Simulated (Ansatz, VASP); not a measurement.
# CaO: VASP beside Ansatz

File INCAR:

```
SYSTEM = CaO
PREC = Accurate ; ENCUT = 520
EDIFF = 1E-6 ; ISMEAR = 0
SIGMA = 0.05 ; LREAL = .False.
LASPH = .True. ; NELM = 80
ALGO = Normal ; ISIF = 2
LWAVE = .False. ; LCHARG = .False.
GGA = PE ; NBANDS = 24
```

The input KPOINTS:

```
regular mesh
0
Gamma
  9 9 6
  0 0 0
```

File POSCAR:

```
CaO
1.0
    3.9780429245      0.0000000000      0.0000000000
   -1.9890214622      3.4450862299      0.0000000000
    0.0000000000      0.0000000000      4.8717016612
Ca O
2 2
Direct
    0.3333333333      0.6666666667      0.7500000000
    0.6666666667      0.3333333333      0.2500000000
    0.3333333333      0.6666666667      0.2500000000
    0.6666666667      0.3333333333      0.7500000000
```

Input for Ansatz:

```yaml
crystal:
  lattice:
    - [3.9780429245, 0.0, 0.0]
    - [-1.9890214622, 3.4450862299, 0.0]
    - [0.0, 0.0, 4.8717016612]
  atoms:
    - { symbol: Ca, position: [0.3333333333, 0.6666666667, 0.75] }
    - { symbol: Ca, position: [0.6666666667, 0.3333333333, 0.25] }
    - { symbol: O, position: [0.3333333333, 0.6666666667, 0.25] }
    - { symbol: O, position: [0.6666666667, 0.3333333333, 0.75] }
basis:
  ecutwfc: 520.0
kpoints:
  mp_grid: { grid: [9, 9, 6] }
hamiltonian:
  xc: pbe
scf:
  occupations: { method: gaussian, width: 0.05 }
output:
  forces: true
  stress: true
  eigenvalues: true
```

Change from the starting cell: strain +e along x and -e along y +0.0000, strain +e along z and -e/2 along x and y +0.0133.

Alike in both runs: task single point; functional PBE; k mesh 9 × 9 × 6; occupations gaussian, width 0.05 eV; no spin polarisation.

|  | VASP | Ansatz |
| --- | --- | --- |
| version | VASP 6.6.1 | Ansatz 0.2.0 |
| potentials or method | VASP PAW PBE potentials, release 64 (Ca_sv, O), cutoff 520 eV | scalar-relativistic, plane waves, PAW |
| valence electrons in the cell | 32 | 32 |

```csv
,VASP,Ansatz,Ansatz less VASP
gap on the k mesh at the Fermi level (eV),3.18,3.19,+0.013
least direct gap on the mesh (eV),3.18,3.19,+0.013
pressure (GPa),0.4,0.0,-0.46
"traceless stress, the component that is largest in VASP (GPa)",-1.60,-1.54,+0.060
```
